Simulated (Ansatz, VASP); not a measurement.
ZrNb2N3: VASP beside Ansatz

```
Zr Nb N
1.0
     2.76758    1.59786    3.00148
    -2.76758    1.59786    3.00148
     0.00000   -3.19573    3.00148
Zr Nb N
1 2 3
Direct
  0.91454 0.91454 0.91454
  0.54323 0.54323 0.54323
  0.23540 0.23540 0.23540
  0.23945 0.73872 0.23945
  0.23945 0.23945 0.73872
  0.73872 0.23945 0.23945
```

Alike in both runs: functional PBE; k mesh 3 × 3 × 3; occupations gaussian, width 0.15 eV; no spin polarisation.

Ansatz relaxed the structure, and its values are those at the end. VASP's run is a single point on that final structure, the one shown.

|  | VASP | Ansatz |
| --- | --- | --- |
| version | VASP 6.6.1 | Ansatz 0.2.0 |
| potentials or method | VASP PAW PBE potentials, release 64 (Zr_sv, Nb_sv, N), cutoff 600 eV | scalar-relativistic, plane waves, PAW |
| valence electrons in the cell | 53 | 53 |

|  | VASP | Ansatz | Ansatz less VASP |
| --- | --- | --- | --- |
| gap on the k mesh at the Fermi level (eV) | none | none | - |
| pressure (GPa) | -0.1 | 0.2 | +0.34 |
| rms of the force components (eV/Å) | 0.021 | 0.013 | -0.0077 |

A gap of «none» marks a metal or a gap that the smearing closes.

The k mesh is coarse, so the values compare programs but aren't converged.
